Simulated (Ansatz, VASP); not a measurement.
BiTe: VASP beside Ansatz

```
Bi Te
1.0
     0.00000    3.14632    3.14632
     3.14632    0.00000    3.14632
     3.14632    3.14632    0.00000
Bi Te
1 1
Direct
  0.00000 0.00000 0.00000
  0.50000 0.50000 0.50000
```

Alike in both runs: task single point; functional PBE; k mesh 8 × 8 × 8; occupations gaussian, width 0.1 eV; no spin polarisation.

|  | VASP | Ansatz |
| --- | --- | --- |
| version | VASP 6.6.1 | Ansatz 0.2.0 |
| potentials or method | VASP PAW PBE potentials, release 64 (Bi_d, Te), cutoff 520 eV | plane waves, PAW |
| valence electrons in the cell | 21 | 31 |

```tsv
	VASP	Ansatz	Ansatz less VASP
pressure (GPa)	5.7	5.7	+0.04
```

VASP's potentials hold 21 valence electrons a cell and Ansatz's 31, so a difference there can come from the potentials and not from the codes.

Neither program's run includes spin-orbit coupling.
